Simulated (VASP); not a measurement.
Write the native input for VASP 6.6.1 that does the following.

```yaml
Task: dielectric tensor
Functional: PBEsol
Potentials_or_basis: VASP PAW PBE potentials, release 64 (N, B)
Cutoff: 520 eV
k_mesh: 13 × 13 × 13
Occupations: gaussian, width 0.01 eV
Spin: no spin polarisation
Dipole_correction: no
Further_INCAR_settings: ALGO = Normal; EDIFF = 1e-08
```

The structure of BN lies in POSCAR:

```
BN
1.0
    0.0000000000      1.8130010000      1.8130010000
    1.8130010000      0.0000000000      1.8130010000
    1.8130010000      1.8130010000      0.0000000000
N B
1 1
Direct
    0.2500000000      0.2500000000      0.2500000000
    0.0000000000      0.0000000000      0.0000000000
```

One way to write it, as run:

INCAR

```
PREC = Accurate
ENCUT = 520
EDIFF = 1E-8
ISMEAR = 0
SIGMA = 0.01
LREAL = False
LASPH = True
NELM = 80
ALGO = Normal
ISIF = 2
LWAVE = False
LCHARG = False
GGA = PS
LEPSILON = True
```

KPOINTS

```
Automatic mesh
0
Gamma
  13 13 13
```

Potentials or basis: VASP PAW PBE potentials, release 64 (N, B).

Launch:

```bash
$ cat potpaw_PBE.64/N/POTCAR potpaw_PBE.64/B/POTCAR > POTCAR
$ mpirun -np 1 vasp_std > vasp.out
```

It gave:

| Item | Value |
| --- | --- |
| Band gap on the k mesh | 4.34 eV, indirect (least direct gap 8.72 eV) |
| Electronic dielectric tensor (diagonal) | 4.65 |
| Born charges (mean of the diagonal) | N -1.91; B +1.91 e |

It took 3.4 min on 1 thread of Intel Xeon 8259CL, on a shared host, peak memory 0.2 GiB.
